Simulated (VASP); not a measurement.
Set up this calculation in VASP 6.6.1, as the native input.

* Task: density of states
* Functional: LDA
* Potentials or basis: VASP PAW LDA potentials, release 64 (S)
* Cutoff: 520 eV
* k mesh: 16 × 16 × 16
* Occupations: fermi-dirac, width 0.08 eV
* Spin: no spin polarisation
* Dipole correction: no
* k mesh for the DOS: 24 × 24 × 24
* Occupations for the DOS: tetrahedron
* Further INCAR settings: ALGO = Normal; EDIFF = 1e-06

The system is S.

```xyz
1
Lattice="2.0318 0.0000 0.0000 0.0000 2.0318 0.0000 0.0000 0.0000 2.0318" Properties=species:S:1:pos:R:3 pbc="T T T"
S     0.0000    0.0000    0.0000
```

This cell differs from its parent crystal: volume scaled by 0.52.

These files were run (other wordings do the same):

POSCAR

```
S
1.0
    2.0317954385      0.0000000000      0.0000000000
    0.0000000000      2.0317954385      0.0000000000
    0.0000000000      0.0000000000      2.0317954385
S
1
Direct
    0.0000000000      0.0000000000      0.0000000000
```

INCAR.step1

```
SYSTEM = S
PREC     = Accurate       ! precision mode
ENCUT    = 520            ! plane-wave cutoff, eV
EDIFF    = 1E-6           ! SCF threshold, eV
ISMEAR   = -1             ! smearing method
SIGMA    = 0.08           ! smearing width, eV
LREAL    = .FALSE.        ! projectors in reciprocal space
LASPH    = .TRUE.         ! aspherical terms in the spheres
NELM     = 100            ! most SCF steps
ALGO     = Normal         ! electronic algorithm
ISIF     = 2              ! what is computed and relaxed
LWAVE    = .FALSE.        ! write WAVECAR
LCHARG   = .TRUE.         ! write CHGCAR
NBANDS   = 9              ! bands
```

KPOINTS.step1

```
Automatic mesh
0
G
  16 16 16
  0 0 0
```

INCAR.step2

```
SYSTEM = S
PREC     = Accurate       ! precision mode
ENCUT    = 520            ! plane-wave cutoff, eV
EDIFF    = 1E-6           ! SCF threshold, eV
ISMEAR   = -5             ! smearing method
SIGMA    = 0.08           ! smearing width, eV
LREAL    = .FALSE.        ! projectors in reciprocal space
LASPH    = .TRUE.         ! aspherical terms in the spheres
NELM     = 100            ! most SCF steps
ALGO     = Normal         ! electronic algorithm
ISIF     = 2              ! what is computed and relaxed
LWAVE    = .FALSE.        ! write WAVECAR
LCHARG   = .FALSE.        ! write CHGCAR
LORBIT   = 10             ! projections on sites
NEDOS    = 1001           ! points of the DOS
ICHARG   = 11             ! starting density
```

KPOINTS.step2

```
Automatic mesh
0
G
  24 24 24
  0 0 0
```

Potentials or basis: VASP PAW LDA potentials, release 64 (S).

Command:

```console
$ cat potpaw_LDA.64/S/POTCAR > POTCAR
$ cp INCAR.step1 INCAR
$ cp KPOINTS.step1 KPOINTS
$ mpirun -np 1 vasp_std > vasp.out
$ cp INCAR.step2 INCAR
$ cp KPOINTS.step2 KPOINTS
$ mpirun -np 1 vasp_std > vasp.out
```

Results of the run:

```json
{"Valence electrons inside the program's atomic spheres": "S 3.78"}
```

It took 59 s on 1 thread of AMD EPYC 7R13 (shared host), peak memory 0.1 GiB.
